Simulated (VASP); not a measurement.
# BaMnGe (P4/nmm) in VASP: further runs

The runs below take BaMnGe through single point, with r2SCAN.

Everything below comes from runs of VASP 6.6.1. Logs are shortened: lines on timing, memory, paths and dates and some standing lists are left out, and cuts for length are marked.

## Step 1: The cell of the first run

It takes space group P4/nmm (No. 129, tetragonal). Conventional cell: a = 4.498 Å, b = 4.498 Å, c = 7.688 Å, α = 90.00°, β = 90.00°, γ = 90.00°. Within 3.6 Å of Mn (site symmetry -4m2) lie 4 Ge at 2.75 Å and 4 Mn at 3.18 Å and 4 Ba at 3.41 Å. Within 4.4 Å of Ba (site symmetry 4mm) lie 6 Ge at 3.33 to 4.14 Å and 4 Mn at 3.41 Å and 4 Ba at 4.08 Å. Ge (site symmetry 4mm) has 4 Mn at 2.75 Å and 5 Ba at 3.33 to 3.54 Å within 3.6 Å.

## Step 2: Single point, r2SCAN

Input file POSCAR:

```
BaMnGe
1.0
    4.4983460000      0.0000000000      0.0000000000
    0.0000000000      4.4983460000      0.0000000000
    0.0000000000      0.0000000000      7.6880820000
Mn Ba Ge
2 2 2
Direct
    0.0000000000      0.0000000000      0.0000000000
    0.5000000000      0.5000000000      0.0000000000
    0.5000000000      0.0000000000      0.6665000000
    0.0000000000      0.5000000000      0.3335000000
    0.5000000000      0.0000000000      0.2056000000
    0.0000000000      0.5000000000      0.7944000000
```

Input file INCAR.step1:

```
  PREC = Accurate
  ENCUT = 520
  ISMEAR = -1
  SIGMA = 0.1
  LREAL = F
  LASPH = T
  NELM = 100
  NBANDS = 46
  GGA = PE
  ALGO = Normal
  EDIFF = 1E-4
  LWAVE = T
  LCHARG = F
```

Input file INCAR.step2:

```
  PREC = Accurate
  ENCUT = 520
  EDIFF = 1E-7
  ISMEAR = -1
  SIGMA = 0.1
  LREAL = F
  LASPH = T
  NELM = 100
  ALGO = Normal
  ISIF = 2
  LWAVE = F
  LCHARG = T
  METAGGA = R2SCAN
  LMIXTAU = T
  LELF = T
  LVHAR = T
  NBANDS = 46
  ISTART = 1
```

Input file KPOINTS:

```
Automatic mesh
0
Gamma
  4 4 3
```

Potentials or basis: VASP PAW PBE potentials, release 64 (Mn_pv, Ba_sv, Ge_d).

Run with:

```bash
$ cat potpaw_PBE.64/Mn_pv/POTCAR potpaw_PBE.64/Ba_sv/POTCAR potpaw_PBE.64/Ge_d/POTCAR > POTCAR
$ cp INCAR.step1 INCAR
$ mpirun -np 1 vasp_std > vasp.out
$ cp INCAR.step2 INCAR
$ mpirun -np 1 vasp_std > vasp.out
```

OUTCAR:

```text
PREC = Accurate
   ENCUT = 520
   EDIFF = 1E-7
   ISMEAR = -1
   LREAL = F
   LASPH = T
   NELM = 100
   ISIF = 2
   METAGGA = R2SCAN
   ISTART = 1

 ion  position               nearest neighbor table
   1  0.000  0.000  0.000-   5 2.75   6 2.75   6 2.75   5 2.75   4 3.41   3 3.41   3 3.41   4 3.41

   2  0.500  0.500  0.000-   5 2.75   6 2.75   5 2.75   6 2.75   3 3.41   3 3.41   4 3.41   4 3.41

   3  0.500  0.000  0.666-   6 3.33   6 3.33   6 3.33   6 3.33   2 3.41   1 3.41   1 3.41   2 3.41
                             5 3.54   4 4.08   4 4.08   4 4.08   4 4.08
   4  0.000  0.500  0.334-   5 3.33   5 3.33   5 3.33   5 3.33   2 3.41   2 3.41   1 3.41   1 3.41
                             6 3.54   3 4.08   3 4.08   3 4.08   3 4.08
   5  0.500  0.000  0.206-   1 2.75   2 2.75   2 2.75   1 2.75   4 3.33   4 3.33   4 3.33   4 3.33
                             3 3.54
   6  0.000  0.500  0.794-   1 2.75   2 2.75   1 2.75   2 2.75   3 3.33   3 3.33   3 3.33   3 3.33
                             4 3.54

  LATTYP: Found a simple tetragonal cell.
 ALAT       =     4.4983460000
 C/A-ratio  =     1.7090908525

  Lattice vectors:

 A1 = (   4.4983460000,   0.0000000000,   0.0000000000)
 A2 = (   0.0000000000,   4.4983460000,   0.0000000000)
 A3 = (   0.0000000000,   0.0000000000,   7.6880820000)

Analysis of symmetry for initial positions (statically):
=====================================================================
 Subroutine PRICEL returns:
 Original cell was already a primitive cell.

 Routine SETGRP: Setting up the symmetry group for a
 simple tetragonal supercell.

 Subroutine GETGRP returns: Found 16 space group operations
 (whereof  8 operations were pure point group operations)
 out of a pool of 16 trial point group operations.

The static configuration has the point symmetry D_2d.
 The point group associated with its full space group is D_4h.

Analysis of symmetry for dynamics (positions and initial velocities):
=====================================================================
 Subroutine PRICEL returns:
 Original cell was already a primitive cell.

 Routine SETGRP: Setting up the symmetry group for a
 simple tetragonal supercell.

 Subroutine GETGRP returns: Found 16 space group operations
 (whereof  8 operations were pure point group operations)
 out of a pool of 16 trial point group operations.

The dynamic configuration has the point symmetry D_2d.
 The point group associated with its full space group is D_4h.

 Subroutine INISYM returns: Found 16 space group operations
 (whereof  8 operations are pure point group operations),
 and found     1 'primitive' translations

----------------------------------------------------------------------------------------

                                     Primitive cell

  volume of cell :     155.5692

  direct lattice vectors                    reciprocal lattice vectors
     4.498346000  0.000000000  0.000000000     0.222303931  0.000000000  0.000000000
     0.000000000  4.498346000  0.000000000     0.000000000  0.222303931  0.000000000
     0.000000000  0.000000000  7.688082000     0.000000000  0.000000000  0.130071453

  length of vectors
     4.498346000  4.498346000  7.688082000     0.222303931  0.222303931  0.130071453

  position of ions in fractional coordinates (direct lattice)
     0.000000000  0.000000000  0.000000000
     0.500000000  0.500000000  0.000000000
     0.500000000  0.000000000  0.666500000
     0.000000000  0.500000000  0.333500000
     0.500000000  0.000000000  0.205600000
     0.000000000  0.500000000  0.794400000

  ion indices of the primitive-cell ions
   primitive index   ion index
                 1           1
                 2           2
                 3           3
                 4           4
                 5           5
                 6           6

----------------------------------------------------------------------------------------

 KPOINTS: Automatic mesh

Automatic generation of k-mesh.
 Grid dimensions read from file:
 generate k-points for:    4    4    3

 Generating k-lattice:

  Cartesian coordinates                     Fractional coordinates (reciprocal lattice)
     0.055575983  0.000000000  0.000000000     0.250000000  0.000000000  0.000000000
     0.000000000  0.055575983  0.000000000     0.000000000  0.250000000  0.000000000
     0.000000000  0.000000000  0.043357151     0.000000000  0.000000000  0.333333333

  Length of vectors
     0.055575983  0.055575983  0.043357151

  Shift w.r.t. Gamma in fractional coordinates (k-lattice)
     0.000000000  0.000000000  0.000000000

 Subroutine IBZKPT returns following result:
 ===========================================

 Found     12 irreducible k-points:

 Following reciprocal coordinates:
            Coordinates               Weight
  0.000000  0.000000  0.000000      1.000000
  0.250000  0.000000  0.000000      4.000000
  0.500000  0.000000  0.000000      2.000000
  0.250000  0.250000  0.000000      4.000000
  0.500000  0.250000  0.000000      4.000000
  0.500000  0.500000  0.000000      1.000000
  0.000000  0.000000  0.333333      2.000000
  0.250000  0.000000  0.333333      8.000000
  0.500000  0.000000  0.333333      4.000000
  0.250000  0.250000  0.333333      8.000000
  0.500000  0.250000  0.333333      8.000000
  0.500000  0.500000  0.333333      2.000000
   k-points           NKPTS =     12   k-points in BZ     NKDIM =     12   number of bands    NBANDS=     46
   number of dos      NEDOS =    301   number of ions     NIONS =      6
   total plane-waves  NPLWV =  77760
   dimension x,y,z NGX =    36 NGY =   36 NGZ =   60
   dimension x,y,z NGXF=    72 NGYF=   72 NGZF=  120
   ions per type =               2   2   2
   NGX,Y,Z   is equivalent  to a cutoff of  13.30, 13.30, 12.97 a.u.
   NGXF,Y,Z  is equivalent  to a cutoff of  26.61, 26.61, 25.95 a.u.
 SYSTEM =  unknown system
   PREC   = accura    normal or accurate (medium, high low for compatibility)
   ISTART =      1    job   : 0-new  1-cont  2-samecut
   ICHARG =      0    charge: 1-file 2-atom 10-const
   ISPIN  =      1    spin polarized calculation?
   LNONCOLLINEAR =      F non collinear calculations
   LSORBIT =      F    spin-orbit coupling
   LASPH  =      T    aspherical Exc in radial PAW
   ENCUT  =  520.0 eV  38.22 Ry    6.18 a.u.   8.36  8.36 14.29*2*pi/ulx,y,z
   NELM   =    100;   NELMIN=  2; NELMDL=  0     # of ELM steps
   EDIFF  = 0.1E-06   stopping-criterion for ELM
   LREAL  =      F    real-space projection
   EDIFFG = 0.1E-05   stopping-criterion for IOM
   NSW    =      0    number of steps for IOM
   IBRION =     -1    ionic relax: 0-MD 1-quasi-New 2-CG
   NFREE  =      0    steps in history (QN), initial steepest desc. (CG)
   ISIF   =      2    stress and relaxation
   ISYM   =      2    0-nonsym 1-usesym 2-fastsym
   POTIM  = 0.5000    time-step for ionic-motion
   TEBEG  =    0.0;   TEEND  =   0.0 temperature during run
   PSTRESS=    0.0 pullay stress
   NELECT =      74.0000    total number of electrons
   NUPDOWN=      -1.0000    fix difference up-down
   EMIN   =  10.00;   EMAX   =-10.00  energy-range for DOS
   EFERMI =   0.00;   METHOD = LEGACY
   ISMEAR =    -1;   SIGMA  =   0.10  broadening in eV -4-tet -1-fermi 0-gaus
   EFERMI_NEDOS =   21; number of points for ismear=-14 and -15
   IALGO  =     38    algorithm
   IMIX   =      4    mixing-type and parameters
     AMIX     =   0.40;   BMIX     =  1.00
     AMIX_MAG =   1.60;   BMIX_MAG =  1.00
  volume/ion in A,a.u.               =      25.93       174.97
  Fermi-wavevector in a.u.,A,eV,Ry     =   1.277941  2.414958 22.220129  1.633133
  Thomas-Fermi vector in A             =   2.410512
   LORBIT       =      0    0 simple, 1 ext, 2 COOP (PROOUT), +10 PAW based schemes
   METAGGA = R2SCAN    functional components
   LHFCALC =     F    Hartree Fock is set to
   AEXX    =    0.0000 exact exchange contribution
   IVDW    =     0    specifies the selected vdW correction
   LEPSILON=     F    determine dielectric tensor
   LRPA    =     F    only Hartree local field effects (RPA)
 non-spin polarized calculation
  energy-cutoff  :      520.00
  volume of cell :      155.57
 maximum number of plane-waves:      4209
 NGX is ok and might be reduce to    36
   NGX = 17   NGY = 17   NGZ = 29

 number of electron      73.9999998 magnetization

 Free energy of the ion-electron system (eV)
  ---------------------------------------------------
  ext. energy  EPLUGINS =         0.00000000
  ---------------------------------------------------
  free energy    TOTEN  =      -107.87230285 eV

  energy without entropy =     -107.50589751  energy(sigma->0) =     -107.68910018

 E-fermi :   4.3364     XC(G=0): -10.5814

 val. band max:        4.3291665212   @ k =   0.2500   0.0000   0.3333
 cond. band min:       4.3432084006   @ k =   0.2500   0.2500   0.0000
 fundamental gap:      0.0140418794
 Fermi energy:         4.3364062066

 k-point     1 :       0.0000    0.0000    0.0000
  band No.  band energies     occupation
      1     -45.0904      2.00000
      2     -45.0904      2.00000
      3     -45.0632      2.00000
      4     -45.0632      2.00000
      5     -44.9045      2.00000
      6     -44.8988      2.00000
[... 38 lines left out ...]
     45       6.7031      0.00000
     46       7.2732      0.00000

 k-point     2 :       0.2500    0.0000    0.0000
  band No.  band energies     occupation
      1     -45.0866      2.00000
      2     -45.0865      2.00000
      3     -45.0673      2.00000
      4     -45.0672      2.00000
      5     -44.9036      2.00000
      6     -44.8997      2.00000
[... 38 lines left out ...]
     45       6.9088      0.00000
     46       7.0243      0.00000

 k-point     3 :       0.5000    0.0000    0.0000
  band No.  band energies     occupation
      1     -45.0771      2.00000
      2     -45.0771      2.00000
      3     -45.0768      2.00000
      4     -45.0768      2.00000
      5     -44.9016      2.00000
      6     -44.9016      2.00000
[... 430 lines left out ...]
     45       7.8905      0.00000
     46       7.8905      0.00000

 k-point    12 :       0.5000    0.5000    0.3333
  band No.  band energies     occupation
      1     -45.0934      2.00000
      2     -45.0934      2.00000
      3     -45.0608      2.00000
      4     -45.0608      2.00000
      5     -44.9016      2.00000
      6     -44.9016      2.00000
[... 38 lines left out ...]
     45       8.9183      0.00000
     46       8.9183      0.00000

------------------------ aborting loop because EDIFF is reached ----------------------------------------

  FORCE on cell =-STRESS in cart. coord.  units (eV):
  Direction    XX          YY          ZZ          XY          YZ          ZX
  --------------------------------------------------------------------------------------
  -------------------------------------------------------------------------------------
  Total       -7.4961869     -7.4961869     -5.9773840      0.0000000      0.0000000     -0.0000000
  in kB      -77.2017722    -77.2017722    -61.5599159      0.0000000      0.0000000     -0.0000000
  external PRESSURE =     -71.9878201 kB  Pullay stress =       0.0000000 kB

 VOLUME and BASIS-vectors are now :
 -----------------------------------------------------------------------------
  energy-cutoff  :      520.00
  volume of cell :      155.57
      direct lattice vectors                 reciprocal lattice vectors
     4.498346000  0.000000000  0.000000000     0.222303931  0.000000000  0.000000000
     0.000000000  4.498346000  0.000000000     0.000000000  0.222303931  0.000000000
     0.000000000  0.000000000  7.688082000     0.000000000  0.000000000  0.130071453

 POSITION                                       TOTAL-FORCE (eV/Angst)
 -----------------------------------------------------------------------------------
      0.00000      0.00000      0.00000         0.000000      0.000000     -0.000000
      2.24917      2.24917      0.00000         0.000000     -0.000000     -0.000000
      2.24917      0.00000      5.12411         0.000000      0.000000      0.498890
      0.00000      2.24917      2.56398         0.000000      0.000000     -0.498890
      2.24917      0.00000      1.58067        -0.000000      0.000000     -2.571328
      0.00000      2.24917      6.10741         0.000000     -0.000000      2.571328
 -----------------------------------------------------------------------------------
    total drift:                                0.000000      0.000000      0.000000

  FREE ENERGIE OF THE ION-ELECTRON SYSTEM (eV)
  ---------------------------------------------------
  free  energy   TOTEN  =      -107.8723028541 eV

  energy  without entropy=     -107.5058975068  energy(sigma->0) =     -107.68910018
```

It took 9.7 min on 1 thread of Intel Xeon Platinum 8259CL at 2.50GHz (Skylake/Cascade Lake), shared host; peak memory 0.33 GiB.

What came out:

* Free energy: -107.8723 eV
* Pressure: -7.2 GPa
* Largest force: 2.571 eV/Å
* Band gap on the k mesh: zero (band 37 reaches 4.66 eV, above the bottom of band 38 at 4.07 eV)

Forces on the atoms (eV/Å):
```
Mn   0.000  0.000  0.000
Mn   0.000  0.000  0.000
Ba   0.000  0.000  0.499
Ba   0.000  0.000 -0.499
Ge   0.000  0.000 -2.571
Ge   0.000  0.000  2.571
```

Stress tensor (GPa, compression positive):
```
-7.72  0.00  0.00
 0.00 -7.72  0.00
 0.00  0.00 -6.16
```

Caveat: the PAW data sets were made with another functional, which shifts forces and pressure a little; spin-orbit coupling is left out, which moves the levels of the heavy elements.

## Step 3: Single point, r2SCAN

POSCAR is that of step 2.

Input file INCAR.step1:

```
ALGO = Normal
EDIFF = 1E-4
ENCUT = 520
GGA = PE
ISMEAR = -1
LASPH = True
LCHARG = False
LREAL = False
LWAVE = True
NBANDS = 46
NELM = 60
PREC = Accurate
SIGMA = 0.1
```

Input file INCAR.step2:

```
ALGO = Normal
EDIFF = 1E-6
ENCUT = 520
ISIF = 2
ISMEAR = -1
ISTART = 1
LASPH = True
LCHARG = False
LMIXTAU = True
LREAL = False
LWAVE = False
METAGGA = R2SCAN
NBANDS = 46
NELM = 60
PREC = Accurate
SIGMA = 0.1
```

Input file KPOINTS:

```
Automatic mesh
0
Gamma
  4 4 3
  0.5 0.5 0.5
```

Potentials or basis: VASP PAW PBE potentials, release 64 (Mn_pv, Ba_sv, Ge_d).

Run with:

```bash
$ cat potpaw_PBE.64/Mn_pv/POTCAR potpaw_PBE.64/Ba_sv/POTCAR potpaw_PBE.64/Ge_d/POTCAR > POTCAR
$ cp INCAR.step1 INCAR
$ mpirun -np 1 vasp_std > vasp.out
$ cp INCAR.step2 INCAR
$ mpirun -np 1 vasp_std > vasp.out
```

Wall time 4.8 min (1 thread of Intel Xeon Platinum 8259CL at 2.50GHz (Skylake/Cascade Lake), shared host); peak memory 0.31 GiB.

The run converged. Its results:

```yaml
Free_energy: -107.8557 eV
Pressure: -7.2 GPa
Largest_force: 2.560 eV/Å
Band_gap_on_the_k_mesh: zero (band 37 reaches 4.52 eV, above the bottom of band 38 at 4.24 eV)
```

Forces on the atoms (eV/Å):
```
Mn   0.000  0.000  0.000
Mn   0.000  0.000  0.000
Ba   0.000  0.000  0.502
Ba   0.000  0.000 -0.502
Ge   0.000  0.000 -2.560
Ge   0.000  0.000  2.560
```

Stress tensor (GPa, compression positive):
```
-7.75  0.00  0.00
 0.00 -7.75  0.00
 0.00  0.00 -6.10
```

Levels at points of the mesh, in eV from the Fermi level:
| k point | band 35 | band 36 | band 37 | band 38 | band 39 | band 40 |
| --- | --- | --- | --- | --- | --- | --- |
| (0.12, 0.12, 0.17) | -0.28 | 0.08 | 0.18 | 0.20 | 0.52 | 0.58 |

Caveat: the PAW data sets were made with another functional, which shifts forces and pressure a little; spin-orbit coupling is left out, which moves the levels of the heavy elements. Spin polarisation is off, so any magnetic state and its effect on volume and gap are missing.
